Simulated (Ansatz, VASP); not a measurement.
## One calculation of In, two programs

Contents of INCAR:

```
SYSTEM = In
PREC = Accurate ; ENCUT = 520
EDIFF = 1E-7 ; ISMEAR = 0
SIGMA = 0.1 ; LREAL = .FALSE.
LASPH = .TRUE. ; NELM = 80
ALGO = Fast ; ISIF = 2
LWAVE = .FALSE. ; LCHARG = .FALSE.
GGA = CA ; NBANDS = 34
```

KPOINTS

```
Automatic mesh
0
G
  15 15 4
  0 0 0
```

The input POSCAR:

```
In
1.0
    3.5242992153      0.0000000000      0.0000000000
   -1.7621496076      3.0521326509      0.0000000000
    0.0000000000      0.0000000000     11.3148544488
In
4
Direct
    0.0000000000      0.0000000000      0.0000000000
    0.3333333300      0.6666666700      0.2500000000
    0.0000000000      0.0000000000      0.5000000000
    0.6666666700      0.3333333300      0.7500000000
```

Input for Ansatz:

```yaml
crystal:
  lattice:
    - [3.5242992153, 0.0, 0.0]
    - [-1.7621496076, 3.0521326509, 0.0]
    - [0.0, 0.0, 11.3148544488]
  atoms:
    - { symbol: In, position: [0.0, 0.0, 0.0] }
    - { symbol: In, position: [0.33333333, 0.66666667, 0.25] }
    - { symbol: In, position: [0.0, 0.0, 0.5] }
    - { symbol: In, position: [0.66666667, 0.33333333, 0.75] }
basis:
  ecutwfc: 420
kpoints:
  mp_grid: { grid: [15, 15, 4] }
hamiltonian:
  xc: lda
scf:
  occupations: { method: gaussian, width: 0.1 }
output:
  forces: true
  stress: true
  eigenvalues: true
  populations: true
```

Alike in both runs: task single point; functional LDA; k mesh 15 × 15 × 4; occupations gaussian, width 0.1 eV; no spin polarisation.

|  | VASP | Ansatz |
| --- | --- | --- |
| version | VASP 6.6.1 | Ansatz 0.2.0 |
| potentials or method | VASP PAW LDA potentials, release 64 (In_d), cutoff 520 eV | scalar-relativistic, plane waves, PAW |
| valence electrons in the cell | 52 | 52 |

|  | VASP | Ansatz | Ansatz less VASP |
| --- | --- | --- | --- |
| gap on the k mesh at the Fermi level (eV) | none | none | - |
| pressure (GPa) | -6.1 | -6.1 | 0.00 |
| traceless stress, the component that is largest in VASP (GPa) | 0.11 | 0.11 | +0.001 |

LDA's correlation is that of Perdew and Zunger in VASP and of Perdew and Wang (1992) in Ansatz. A gap of «none» marks a metal or a gap that the smearing closes.
